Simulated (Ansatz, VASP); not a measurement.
ScB2 in VASP and in Ansatz

```xyz
3
Lattice="3.1185 0.0000 0.0000 -1.5592 2.7007 0.0000 0.0000 0.0000 3.5200" Properties=species:S:1:pos:R:3 pbc="T T T"
Sc    0.0000    0.0000    0.0000
B     0.0000    1.8005    1.7600
B     1.5592    0.9002    1.7600
```

Change from the starting cell: equal xx and yy strain of -1 %.

Alike in both runs: task single point; functional PBEsol; k mesh 12 × 12 × 9; occupations fermi-dirac, width 0.03 eV; no spin polarisation.

|  | VASP | Ansatz |
| --- | --- | --- |
| version | VASP 6.6.1 | Ansatz 0.2.0 |
| potentials or method | VASP PAW PBE potentials, release 64 (Sc_sv, B), cutoff 520 eV | all-electron LAPW, scalar-relativistic |

VASP gave:

| Property | Result |
| --- | --- |
| pressure (GPa) | -0.2 |
| traceless stress, the component that is largest in VASP (GPa) | -2.72 |

Problem. What did Ansatz give for the same quantities?

Solution. Pressure (GPa): -0.8; traceless stress, the component that is largest in VASP (GPa): -2.75.

VASP's potentials were made for PBE, not for PBEsol. Ansatz ran all-electron here, and VASP with PAW potentials.
